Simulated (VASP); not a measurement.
# TaN (P6_3mc) in VASP: notebook, part 2 of 2

VASP 6.6.1. The steps go on from the part before.

## Step 3: Single point, PBE (14.70 Å³/atom)

Contents of INCAR:

```
ALGO     = Normal         # electronic algorithm
EDIFF    = 1E-6           # SCF threshold, eV
ENCUT    = 520            # plane-wave cutoff, eV
GGA      = PE             # functional
ISIF     = 2              # what is computed and relaxed
ISMEAR   = 0              # smearing method
LASPH    = True           # aspherical terms in the spheres
LCHARG   = False          # write CHGCAR
LREAL    = False          # projectors in reciprocal space
LWAVE    = False          # write WAVECAR
NBANDS   = 24             # bands
NELM     = 60             # most SCF steps
PREC     = Accurate       # precision mode
SIGMA    = 0.15           # smearing width, eV
```

Contents of KPOINTS:

```
k-points
0
Gamma
  18 18 8
```

Contents of POSCAR:

```
TaN
1.0
    3.3174577041      0.0000000000      0.0000000000
   -1.6587288521      2.8730026477      0.0000000000
    0.0000000000      0.0000000000      6.1701395839
Ta N
2 2
Direct
    0.3333333333      0.6666666667      0.0304880884
    0.6666666667      0.3333333333      0.5304880884
    0.3333333333      0.6666666667      0.3545119116
    0.6666666667      0.3333333333      0.8545119116
```

Potentials or basis: VASP PAW PBE potentials, release 64 (Ta_pv, N).

On the command line:

```console
$ cat potpaw_PBE.64/Ta_pv/POTCAR potpaw_PBE.64/N/POTCAR > POTCAR
$ mpirun -np 1 vasp_std > vasp.out
```

Wall time 90 s (1 thread of Intel Xeon 6975P-C (Granite Rapids), shared host); peak memory 0.35 GiB.

It converged, with:

```
Free energy            : -42.9249 eV
Pressure               : -20.4 GPa
Largest force          : 0.395 eV/Å
Band gap on the k mesh : zero (bands 16 and 17 overlap by 0.43 eV)
```

Forces on the atoms (eV/Å):
```
Ta   0.000  0.000 -0.395
Ta   0.000  0.000 -0.395
N    0.000  0.000  0.395
N    0.000  0.000  0.395
```

Stress tensor (GPa, compression positive):
```
-21.82   0.00   0.00
  0.00 -21.82   0.00
  0.00   0.00 -17.54
```

Levels at points of the mesh, in eV from the Fermi level:
```
           k point  band 14  band 15  band 16  band 17  band 18  band 19
(0.00, 0.00, 0.00)    -4.13    -0.93    -0.72     0.04     0.04     1.82
(0.50, 0.00, 0.00)    -3.45    -1.94    -0.49     1.18     1.87     2.19
(0.00, 0.00, 0.50)    -4.60     0.20     0.20     0.81     0.81     0.81
(0.50, 0.00, 0.50)    -4.44    -0.72    -0.72     1.40     1.40     2.61
```

Caveat: the cell stands under tension; spin-orbit coupling is left out, which moves the levels of the heavy elements.

## Step 4: Single point, PBE (14.70 Å³/atom)

Contents of INCAR:

```
ALGO = Normal
EDIFF = 1E-6
ENCUT = 520
GGA = PE
ISIF = 2
ISMEAR = 0
LASPH = True
LCHARG = True
LELF = True
LREAL = False
LVHAR = True
LWAVE = False
NBANDS = 24
NELM = 100
PREC = Accurate
SIGMA = 0.15
```

KPOINTS is that of step 3.

Contents of POSCAR:

```
TaN
1.0
    3.2297368807      0.0000000000      0.0000000000
   -1.6148684404      2.7970341862      0.0000000000
    0.0000000000      0.0000000000      6.5098576567
Ta N
2 2
Direct
    0.3333333333      0.6666666667      0.0304880884
    0.6666666667      0.3333333333      0.5304880884
    0.3333333333      0.6666666667      0.3545119116
    0.6666666667      0.3333333333      0.8545119116
```

On the command line:

```console
$ cat potpaw_PBE.64/Ta_pv/POTCAR potpaw_PBE.64/N/POTCAR > POTCAR
$ mpirun -np 1 vasp_std > vasp.out
```

Wall time 68 s (1 thread of Intel Xeon 6975P-C (Granite Rapids), shared host); peak memory 0.34 GiB.

It converged, with:

```yaml
Free_energy: -42.7753 eV
Pressure: -23.9 GPa
Largest_force: 0.446 eV/Å
Band_gap_on_the_k_mesh: zero (bands 16 and 17 overlap by 0.09 eV)
```

Forces in eV/Å, atoms in the order of the input:
```
Ta   0.000  0.000  0.446
Ta   0.000  0.000  0.446
N    0.000  0.000 -0.446
N    0.000  0.000 -0.446
```

Stress tensor (GPa, compression positive):
```
-17.66   0.00   0.00
  0.00 -17.66   0.00
  0.00   0.00 -36.25
```

Levels at points of the mesh, in eV from the Fermi level:
| k point | band 13 | band 14 | band 15 | band 16 | band 17 | band 18 | band 19 | band 20 |
| --- | --- | --- | --- | --- | --- | --- | --- | --- |
| (0.00, 0.00, 0.00) | -3.78 | -3.78 | -1.02 | -0.45 | 0.36 | 0.36 | 1.90 | 1.90 |
| (0.50, 0.00, 0.00) | -4.34 | -3.18 | -1.85 | -0.53 | 0.88 | 1.88 | 2.43 | 3.12 |
| (0.00, 0.00, 0.50) | -4.13 | -4.13 | -0.01 | -0.01 | 0.96 | 0.96 | 0.96 | 0.96 |
| (0.50, 0.00, 0.50) | -4.01 | -4.01 | -0.88 | -0.88 | 1.21 | 1.21 | 3.01 | 3.01 |

Caveat: the cell stands under tension; spin-orbit coupling is left out, which moves the levels of the heavy elements.

## Step 5: Single point, PBE (14.70 Å³/atom)

Contents of INCAR:

```
PREC     = Accurate       # precision mode
ENCUT    = 520            # plane-wave cutoff, eV
EDIFF    = 1E-6           # SCF threshold, eV
ISMEAR   = 0              # smearing method
SIGMA    = 0.15           # smearing width, eV
LREAL    = F              # projectors in reciprocal space
LASPH    = T              # aspherical terms in the spheres
NELM     = 60             # most SCF steps
ALGO     = Normal         # electronic algorithm
ISIF     = 2              # what is computed and relaxed
LWAVE    = F              # write WAVECAR
LCHARG   = F              # write CHGCAR
GGA      = PE             # functional
NBANDS   = 24             # bands
```

Contents of KPOINTS:

```
Automatic mesh
0
Gamma
  18 18 8
```

Contents of POSCAR:

```
TaN
1.0
    3.2733250279      0.0000000000      0.0000000000
   -1.6366625140      2.8347826290      0.0000000000
    0.0000000000      0.0000000000      6.3376392655
Ta N
2 2
Direct
    0.3333333333      0.6666666667      0.0304880884
    0.6666666667      0.3333333333      0.5304880884
    0.3333333333      0.6666666667      0.3545119116
    0.6666666667      0.3333333333      0.8545119116
```

On the command line:

```console
$ cat potpaw_PBE.64/Ta_pv/POTCAR potpaw_PBE.64/N/POTCAR > POTCAR
$ mpirun -np 1 vasp_std > vasp.out
```

Run time: 65 s. Hardware: 1 thread of Intel Xeon 6975P-C (Granite Rapids), shared host; peak memory 0.34 GiB.

Results (log left out):

```yaml
Free_energy: -42.9065 eV
Pressure: -22.5 GPa
Largest_force: 0.113 eV/Å
Band_gap_on_the_k_mesh: zero (bands 16 and 17 overlap by 0.32 eV)
```

Forces in eV/Å, atoms in the order of the input:
```
Ta   0.000  0.000  0.113
Ta   0.000  0.000  0.113
N    0.000  0.000 -0.113
N    0.000  0.000 -0.113
```

Stress tensor (GPa, compression positive):
```
-19.92   0.00   0.00
  0.00 -19.92   0.00
  0.00   0.00 -27.73
```

Levels at points of the mesh, in eV from the Fermi level:
```csv
k point,band 13,band 14,band 15,band 16,band 17,band 18,band 19,band 20
"(0.00, 0.00, 0.00)",-3.97,-3.97,-0.98,-0.59,0.19,0.19,1.88,1.88
"(0.50, 0.00, 0.00)",-4.47,-3.33,-1.91,-0.52,1.02,1.89,2.28,2.87
"(0.00, 0.00, 0.50)",-4.39,-4.39,0.09,0.09,0.87,0.87,0.87,0.87
"(0.50, 0.00, 0.50)",-4.24,-4.24,-0.82,-0.82,1.30,1.30,2.79,2.79
```

Caveat: the cell stands under tension; spin-orbit coupling is left out, which moves the levels of the heavy elements.

## Step 6: Single point, PBE (14.70 Å³/atom)

Contents of INCAR:

```
SYSTEM = TaN
PREC = Accurate
ENCUT = 520
EDIFF = 1E-6
ISMEAR = 0
SIGMA = 0.15
LREAL = .False.
LASPH = .True.
NELM = 100
ALGO = Normal
ISIF = 2
LWAVE = .False.
LCHARG = .False.
GGA = PE
NBANDS = 24
```

Contents of KPOINTS:

```
Automatic mesh
0
Gamma
  18 18 8
  0 0 0
```

Contents of POSCAR:

```
TaN
1.0
    3.3622201723      0.0000000000      0.0000000000
   -1.6811100862      2.9117680823      0.0000000000
    0.0000000000      0.0000000000      6.0069425599
Ta N
2 2
Direct
    0.3333333333      0.6666666667      0.0304880884
    0.6666666667      0.3333333333      0.5304880884
    0.3333333333      0.6666666667      0.3545119116
    0.6666666667      0.3333333333      0.8545119116
```

Potentials or basis: VASP PAW PBE potentials, release 64 (Ta_pv, N).

On the command line:

```console
$ cat potpaw_PBE.64/Ta_pv/POTCAR potpaw_PBE.64/N/POTCAR > POTCAR
$ mpirun -np 1 vasp_std > vasp.out
```

It took 96 s on 1 thread of Intel Xeon 6975P-C (Granite Rapids), shared host; peak memory 0.35 GiB.

It converged, with:

- Free energy: -42.8185 eV
- Pressure: -17.4 GPa
- Largest force: 1.108 eV/Å
- Band gap on the k mesh: zero (bands 16 and 17 overlap by 0.55 eV)

Forces in eV/Å, atoms in the order of the input:
```
Ta   0.000  0.000 -1.108
Ta   0.000  0.000 -1.108
N    0.000  0.000  1.108
N    0.000  0.000  1.108
```

Stress tensor (GPa, compression positive):
```
-23.29   0.00   0.00
  0.00 -23.29   0.00
  0.00   0.00  -5.74
```

Levels at points of the mesh, in eV from the Fermi level:
| k point | band 13 | band 14 | band 15 | band 16 | band 17 | band 18 | band 19 | band 20 |
| --- | --- | --- | --- | --- | --- | --- | --- | --- |
| (0.00, 0.00, 0.00) | -4.25 | -4.25 | -0.87 | -0.85 | -0.08 | -0.08 | 1.74 | 1.74 |
| (0.50, 0.00, 0.00) | -4.62 | -3.53 | -1.95 | -0.41 | 1.34 | 1.85 | 2.16 | 2.49 |
| (0.00, 0.00, 0.50) | -4.79 | -4.79 | 0.31 | 0.31 | 0.80 | 0.80 | 0.80 | 0.80 |
| (0.50, 0.00, 0.50) | -4.60 | -4.60 | -0.59 | -0.59 | 1.52 | 1.52 | 2.48 | 2.48 |

Caveat: the cell stands under tension; spin-orbit coupling is left out, which moves the levels of the heavy elements; forces of over 1 eV/Å act on the atoms, so gaps and moduli don't describe the material at rest.

## Step 7: Summary

| cell | gap on the mesh (eV) | pressure (GPa) | largest force (eV/Å) |
| --- | --- | --- | --- |
| a = 3.408, b = 3.408, c = 5.848 Å, angles 90.0, 90.0, 120.0°, 4 atoms | none | -13.6 | 2.05 |
| a = 3.317, b = 3.317, c = 6.170 Å, angles 90.0, 90.0, 120.0°, 4 atoms | none | -20.4 | 0.39 |
| a = 3.230, b = 3.230, c = 6.510 Å, angles 90.0, 90.0, 120.0°, 4 atoms | none | -23.9 | 0.45 |
| a = 3.273, b = 3.273, c = 6.338 Å, angles 90.0, 90.0, 120.0°, 4 atoms | none | -22.5 | 0.11 |
| a = 3.362, b = 3.362, c = 6.007 Å, angles 90.0, 90.0, 120.0°, 4 atoms | none | -17.4 | 1.11 |

Alike in all rows: task single point; level PBE; potentials or basis VASP PAW PBE potentials, release 64 (Ta_pv, N); no spin polarisation; k mesh 18 × 18 × 8; cutoff (eV) 520; smearing gaussian 0.15 eV.

Caveats: the cell stands under tension; spin-orbit coupling is left out, which moves the levels of the heavy elements; forces of over 1 eV/Å act on the atoms, so gaps and moduli don't describe the material at rest (at least some runs).

Total energies depend on the potentials used, so only differences within one code and one set of settings carry meaning.
